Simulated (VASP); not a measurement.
A run of VASP 6.6.1 is set up as follows.

The input INCAR:

```
SYSTEM = Al9H
PREC = Accurate
ENCUT = 520
EDIFF = 1E-6
ISMEAR = 0
SIGMA = 0.1
LREAL = Auto
LASPH = .TRUE.
NELM = 60
ALGO = Normal
ISIF = 2
LWAVE = .FALSE.
LCHARG = .TRUE.
LDIPOL = .TRUE.
IDIPOL = 3
DIPOL = 0.5 0.5 0.296
GGA = PE
LELF = .TRUE.
LVHAR = .TRUE.
LVACPOTAV = .TRUE.
NBANDS = 44
```

File KPOINTS:

```
Automatic mesh
0
G
  5 3 1
  0 0 0
```

POSCAR

```
Al9H
1.0
    5.7086446660      0.0000000000      0.0000000000
   -1.4271611665      9.7033329366      0.0000000000
    0.0000000000      0.0000000000     22.7902708839
Al H
18 2
Direct
    0.2662242802      0.0648971207      0.1755134908
    0.7662242802      0.0648971207      0.1755134908
    0.3354843969      0.3419375876      0.2192156219
    0.8354843969      0.3419375876      0.2192156219
    0.1493364202      0.5973456810      0.2279560482
    0.6493364202      0.5973456810      0.2279560482
    0.4631884436      0.8527537744      0.2366964744
    0.9631884436      0.8527537744      0.2366964744
    0.0319869115      0.1277383811      0.2808269846
    0.5319869115      0.1277383811      0.2808269846
    0.0997952748      0.4042696946      0.3301089530
    0.5997952748      0.4042696946      0.3301089530
    0.4144272444      0.6597110304      0.3369829646
    0.9144272444      0.6597110304      0.3369829646
    0.2263180843      0.9111292163      0.3449343063
    0.7263180843      0.9111292163      0.3449343063
    0.2962616061      0.1814597108      0.3857027821
    0.7962616061      0.1814597108      0.3857027821
    0.6062804321      0.3915457330      0.4194891291
    0.6062804321      0.4578200255      0.4194891291
```

Potentials or basis: VASP PAW PBE potentials, release 64 (Al, H).

Launch:

```sh
$ cat potpaw_PBE.64/Al/POTCAR potpaw_PBE.64/H/POTCAR > POTCAR
$ mpirun -np 1 vasp_std > vasp.out
```

Task: What does it give for the band gap on the k mesh?

Result: Zero (bands 28 and 29 overlap by 0.66 eV).

Task: Estimate the largest force.

Result: 5.768 eV/Å.

Forces on the atoms (eV/Å):
```
Al  -0.062  0.133  0.026
Al   0.051  0.149  0.008
Al  -0.010  0.017  0.001
Al   0.024  0.012 -0.001
Al  -0.006 -0.116  0.042
Al   0.002 -0.081  0.026
Al  -0.002 -0.095 -0.143
Al   0.005 -0.078 -0.125
Al  -0.002  0.023  0.014
Al  -0.009  0.043 -0.004
Al   0.021 -0.021 -0.008
Al  -0.013 -0.038 -0.579
Al  -0.050 -0.026 -0.088
Al   0.031 -0.026 -0.094
Al   0.008  0.041 -0.014
Al  -0.003  0.058 -0.002
Al  -0.077 -0.230 -0.113
Al   0.083 -0.244 -0.122
H    0.793 -5.216  0.705
H   -0.782  5.695  0.471
```
